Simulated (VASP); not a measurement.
LiF, 2 atoms in the cell. Symmetry: I-4m2, No. 119, tetragonal system. The conventional cell has a = 3.033 Å, b = 3.033 Å, c = 4.244 Å, α = 90.00°, β = 90.00°, γ = 90.00°. Li (site symmetry -4m2) has 4 F at 1.85 Å within 2.5 Å. Within 2.5 Å of F (site symmetry -4m2) lie 4 Li at 1.85 Å.  This cell differs from its parent crystal: uniaxial z strain -1.1%.

* Program: VASP 6.6.1
* Task: single point
* Functional: PBE
* Potentials or basis: VASP PAW PBE potentials, release 64 (Li_sv, F)
* Cutoff: 520 eV
* k mesh: 10 × 10 × 10
* Occupations: fermi-dirac, width 0.02 eV
* Spin: no spin polarisation
* Dipole correction: no
* Further INCAR settings: ALGO = Normal; EDIFF = 1e-06; NBANDS = 12

Potentials or basis: VASP PAW PBE potentials, release 64 (Li_sv, F).

Command:

```console
$ cat potpaw_PBE.64/Li_sv/POTCAR potpaw_PBE.64/F/POTCAR > POTCAR
$ mpirun -np 1 vasp_std > vasp.out
```

Hardware: 1 thread of AMD EPYC 7R43 64-Core Processor (Zen 3), with other jobs on the host.

Question: Estimate the wall time of this run.

Answer: Run time: 18 s on 1 thread of AMD EPYC 7R43 64-Core Processor (Zen 3), on a shared host, peak memory 0.11 GiB. Counts: scf iterations 13, k points 102.
